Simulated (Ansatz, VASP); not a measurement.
## InAs: VASP beside Ansatz

File POSCAR:

```
InAs
1.0
    0.0000000000      2.9324068541      2.9324068541
    2.9324068541      0.0000000000      2.9324068541
    2.9324068541      2.9324068541      0.0000000000
In As
1 1
Direct
    0.0000000000      0.0000000000      0.0000000000
    0.2500000000      0.2500000000      0.2500000000
```

Contents of INCAR.step1:

```
SYSTEM = InAs
PREC     = Accurate       ! precision mode
ENCUT    = 520            ! plane-wave cutoff, eV
ISMEAR   = -1             ! smearing method
SIGMA    = 0.02           ! smearing width, eV
LREAL    = .FALSE.        ! projectors in reciprocal space
LASPH    = .TRUE.         ! aspherical terms in the spheres
NELM     = 150            ! most SCF steps
MAGMOM   = 0 0 0 0 0 0    ! initial moments
LSORBIT  = .TRUE.         ! spin-orbit coupling
GGA_COMPAT= .FALSE.      
NBANDS   = 30             ! bands
GGA      = PE             ! functional
ALGO     = Normal         ! electronic algorithm
EDIFF    = 1E-4           ! SCF threshold, eV
LWAVE    = .TRUE.         ! write WAVECAR
LCHARG   = .FALSE.        ! write CHGCAR
```

INCAR.step2

```
SYSTEM = InAs
PREC     = Accurate       ! precision mode
ENCUT    = 520            ! plane-wave cutoff, eV
EDIFF    = 1E-6           ! SCF threshold, eV
ISMEAR   = -1             ! smearing method
SIGMA    = 0.02           ! smearing width, eV
LREAL    = .FALSE.        ! projectors in reciprocal space
LASPH    = .TRUE.         ! aspherical terms in the spheres
NELM     = 150            ! most SCF steps
ALGO     = Normal         ! electronic algorithm
ISIF     = 2              ! what is computed and relaxed
LWAVE    = .FALSE.        ! write WAVECAR
LCHARG   = .FALSE.        ! write CHGCAR
MAGMOM   = 0 0 0 0 0 0    ! initial moments
LORBIT   = 11             ! projections on sites
LSORBIT  = .TRUE.         ! spin-orbit coupling
GGA_COMPAT= .FALSE.      
LORBMOM  = .TRUE.       
METAGGA  = R2SCAN         ! meta-GGA
LMIXTAU  = .TRUE.       
NBANDS   = 30             ! bands
ISTART   = 1
```

Contents of KPOINTS:

```
regular mesh
0
G
  8 8 8
  0 0 0
```

Input for Ansatz:

```yaml
crystal:
  lattice:
    - [0.0, 2.9324068541, 2.9324068541]
    - [2.9324068541, 0.0, 2.9324068541]
    - [2.9324068541, 2.9324068541, 0.0]
  atoms:
    - { symbol: In, position: [0.0, 0.0, 0.0] }
    - { symbol: As, position: [0.25, 0.25, 0.25] }
kpoints:
  mp_grid: { grid: [8, 8, 8] }
  band_path:
    path:
      - [0.0, 0.0, 0.0]
      - [-0.5, -0.5, 0.0]
      - [-0.375, -0.375, 0.25]
      - [-0.375, 0.0, 0.375]
      - [0.0, 0.0, 0.5]
      - [-0.5, -0.25, 0.25]
    npoints: 1
hamiltonian:
  xc: r2scan
scf:
  occupations: { method: fermi_dirac, width: 0.02 }
  n_extra_bands: 8
magnetization:
  noncollinear: true
  spin_orbit: true
output:
  forces: true
  stress: true
  eigenvalues: true
```

Change from the starting cell: hydrostatic strain -4.0%.

Alike in both runs: task single point; functional r2SCAN; k mesh 8 × 8 × 8; occupations fermi-dirac, width 0.02 eV; non-collinear spin, spin-orbit coupling.

|  | VASP | Ansatz |
| --- | --- | --- |
| version | VASP 6.6.1 | Ansatz 0.2.0 |
| potentials or method | VASP PAW PBE potentials, release 64 (In_d, As) | plane waves, PAW |
| plane-wave cutoff (eV) | 520 | 500 |
| valence electrons in the cell | 18 | 28 |

|  | VASP | Ansatz | Ansatz less VASP |
| --- | --- | --- | --- |
| pressure (GPa) | 9.3 | 9.3 | -0.02 |

VASP's potentials were made for PBE, not for r2SCAN. With one functional, cell and mesh, what is left measures potentials, basis and numerics. VASP's potentials hold 18 valence electrons a cell and Ansatz's 28, so a difference there can come from the potentials and not from the codes.
